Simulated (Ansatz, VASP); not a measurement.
FeSi2: VASP beside Ansatz

```
Fe Si
1.0
     3.74496    0.00000    0.00000
    -1.87248    3.24323    0.00000
     0.00000    0.00000    3.31292
Fe Si
1 2
Direct
  0.00000 0.00000 0.00000
  0.33333 0.66667 0.50000
  0.66667 0.33333 0.50000
```

Alike in both runs: task single point; functional PBEsol; k mesh 6 × 6 × 6; occupations gaussian, width 0.1 eV; collinear spin.

|  | VASP | Ansatz |
| --- | --- | --- |
| version | VASP 6.6.1 | Ansatz 0.2.0 |
| potentials or method | VASP PAW PBE potentials, release 64 (Fe, Si), cutoff 520 eV | scalar-relativistic, plane waves, PAW |
| valence electrons in the cell | 16 | 24 |

```csv
,VASP,Ansatz,Ansatz less VASP
gap on the k mesh at the Fermi level (eV),none,none,-
pressure (GPa),8.7,8.5,-0.15
"traceless stress, the component that is largest in VASP (GPa)",-20.14,-19.92,+0.212
net moment per atom (μB),0.74,0.75,+0.007
size of the moment on the site where the two differ most (μB),2.28,2.31,+0.033
```

VASP's potentials were made for PBE, not for PBEsol. Site moments also hang on the region over which each program counts them. A gap of «none» marks a metal or a gap that the smearing closes. The functional is the same, so the differences come from potentials, cutoffs and numerics. VASP's potentials hold 16 valence electrons a cell and Ansatz's 24, so a difference there can come from the potentials and not from the codes.
